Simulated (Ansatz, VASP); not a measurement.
Ge in VASP and in Ansatz

File INCAR:

```
PREC = Accurate ; ENCUT = 520
EDIFF = 1E-6 ; ISMEAR = 0
SIGMA = 0.1 ; LREAL = False
LASPH = True ; NELM = 60
ALGO = Normal ; ISIF = 2
LWAVE = False ; LCHARG = True
LDIPOL = True ; IDIPOL = 3
DIPOL = 0.5 0.5 0.500 ; GGA = PE
LELF = True ; LVHAR = True
LVACPOTAV = True ; NBANDS = 21
```

KPOINTS

```
Automatic mesh
0
Gamma
  12 12 1
```

The input POSCAR:

```
Ge
1.0
    4.2460000000      0.0000000000      0.0000000000
   -2.1230000000      3.6771438645      0.0000000000
    0.0000000000      0.0000000000     28.0000000000
Ge
2
Direct
    0.3333333333      0.6666666667      0.5077857143
    0.6666666667      0.3333333333      0.4922142857
```

Input for Ansatz:

```yaml
crystal:
  lattice:
    - [4.246, 0.0, 0.0]
    - [-2.123, 3.6771438645, 0.0]
    - [0.0, 0.0, 28.0]
  atoms:
    - { symbol: Ge, position: [0.3333333333, 0.6666666667, 0.5077857143] }
    - { symbol: Ge, position: [0.6666666667, 0.3333333333, 0.4922142857] }
  periodic: [true, true, false]
basis:
  ecutwfc: 420
kpoints:
  mp_grid: { grid: [12, 12, 1] }
hamiltonian:
  xc: pbe
  pseudopotentials: { kind: paw, azcp: { folder: soft_1 } }
scf:
  occupations: { method: gaussian, width: 0.1 }
output:
  forces: true
  stress: true
  eigenvalues: true
```

Alike in both runs: task single point; functional PBE; k mesh 12 × 12 × 1; occupations gaussian, width 0.1 eV; no spin polarisation.

|  | VASP | Ansatz |
| --- | --- | --- |
| version | VASP 6.6.1 | Ansatz 0.2.0 |
| potentials or method | VASP PAW PBE potentials, release 64 (Ge_d), cutoff 520 eV | scalar-relativistic, plane waves, PAW |
| valence electrons in the cell | 28 | 28 |

|  | VASP | Ansatz | Ansatz less VASP |
| --- | --- | --- | --- |
| gap on the k mesh at the Fermi level (eV) | none | none | - |
| rms of the force components (eV/Å) | 0.260 | 0.260 | +0.0001 |
| work function, face that differs most (eV) | 4.67 | 4.67 | -0.007 |

Atom by atom the forces differ by 0.000 eV/Å (rms over components). A gap of «none» marks a metal or a gap that the smearing closes. With one functional, cell and mesh, what is left measures potentials, basis and numerics.
